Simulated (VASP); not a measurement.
The system is PbS.

```
Pb S
1.0
     4.08970    0.00000    0.00000
    -2.04485    3.54178    0.00000
     0.00000    0.00000    3.78817
Pb S
1 1
Direct
  0.00000 0.00000 0.00000
  0.66667 0.33333 0.50000
```

- Program: VASP 6.6.1
- Task: relaxation of cell and atoms
- Functional: PBEsol
- Potentials or basis: VASP PAW PBE potentials, release 64 (Pb_d, S)
- Cutoff: 600 eV
- k mesh: 8 × 8 × 7
- Occupations: fermi-dirac, width 0.05 eV
- Spin: no spin polarisation

At the start: pressure -2.8 GPa; volume 27.44 Å³/atom.

How do energy, volume and symmetry change on relaxing?

Over 5 steps the energy falls by 14.4 meV/atom and the volume is 25.83 Å³/atom (-5.9 %); space group P-6m2 (No. 187, to 0.1 Å) before and after.

Step by step:
```
step  energy change (eV)  largest force (eV/Å)  pressure (GPa)  volume (Å³)
   1              0.0000                0.0000           -2.77        54.87
   2             -0.0252                0.0000            0.79        51.19
   3             -0.0270                0.0000           -0.03        51.91
   4             -0.0283                0.0000           -0.01        51.79
   5             -0.0287                0.0000            0.00        51.65
```

Final structure:
```xyz
2
Lattice="3.9912 0.0000 0.0000 -1.9956 3.4564 0.0000 0.0000 0.0000 3.7443" Properties=species:S:1:pos:R:3 pbc="T T T"
Pb    0.0000    0.0000    0.0000
S     1.9956    1.1521    1.8722
```

Caveat: the PAW data sets were made with another functional, which shifts forces and pressure a little.
